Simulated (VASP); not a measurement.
Input of a VASP 6.6.1 run:

Contents of INCAR:

```
SYSTEM = Sb
PREC = Accurate
ENCUT = 520
EDIFF = 1E-8
ISMEAR = -1
SIGMA = 0.05
LREAL = .FALSE.
LASPH = .TRUE.
NELM = 80
ALGO = Normal
ISIF = 2
LWAVE = .FALSE.
LCHARG = .FALSE.
GGA = PS
LEFG = .TRUE.
NBANDS = 8
```

File KPOINTS:

```
Automatic mesh
0
G
  13 13 13
  0 0 0
```

The input POSCAR:

```
Sb
1.0
    3.1912891636      0.0000000000      0.0000000000
    0.0000000000      3.1912891636      0.0000000000
    0.0000000000      0.0000000000      3.1912891636
Sb
1
Direct
    0.0000000000      0.0000000000      0.0000000000
```

Potentials or basis: VASP PAW PBE potentials, release 64 (Sb).

The run is started by

```sh
$ cat potpaw_PBE.64/Sb/POTCAR > POTCAR
$ mpirun -np 1 vasp_std > vasp.out
```

Problem. What does it give for the pressure?

Solution. -6.0 GPa.

Caveat: without QUAD_EFG the Cq values of the log hold for a quadrupole moment of 1 mb, not for the nuclei; the PAW data sets were made with another functional, which shifts forces and pressure a little.
